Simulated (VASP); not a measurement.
Rh, 1 atom in the cell. It takes space group Fm-3m (No. 225, cubic). Conventional cell: a = 3.796 Å, b = 3.796 Å, c = 3.796 Å, α = 90.00°, β = 90.00°, γ = 90.00°. Rh (site symmetry m-3m) has 12 Rh at 2.68 Å within 3.5 Å. 

```yaml
Program: VASP 6.6.1
Task: relaxation of cell and atoms
Functional: PBEsol
Potentials_or_basis: VASP PAW PBE potentials, release 64 (Rh_pv)
Cutoff: 600 eV
k_mesh: 12 × 12 × 12
Occupations: fermi-dirac, width 0.05 eV
Spin: no spin polarisation
Dipole_correction: no
Further_INCAR_settings: ALGO = Normal; EDIFF = 1e-06; IBRION = 2; EDIFFG = -0.01; NSW = 80; ISIF = 3
```

Potentials or basis: VASP PAW PBE potentials, release 64 (Rh_pv).

The run is started by

```sh
$ cat potpaw_PBE.64/Rh_pv/POTCAR > POTCAR
$ mpirun -np 1 vasp_std > vasp.out
```

Hardware: 1 thread of Intel Xeon 8259CL, on a shared host.

Question: Estimate the wall time of this run.

Answer: Run time: 32 s on 1 thread of Intel Xeon 8259CL, with other jobs on the host, peak memory 0.15 GiB. Counts: scf iterations 25, k points 72, ion steps 3.
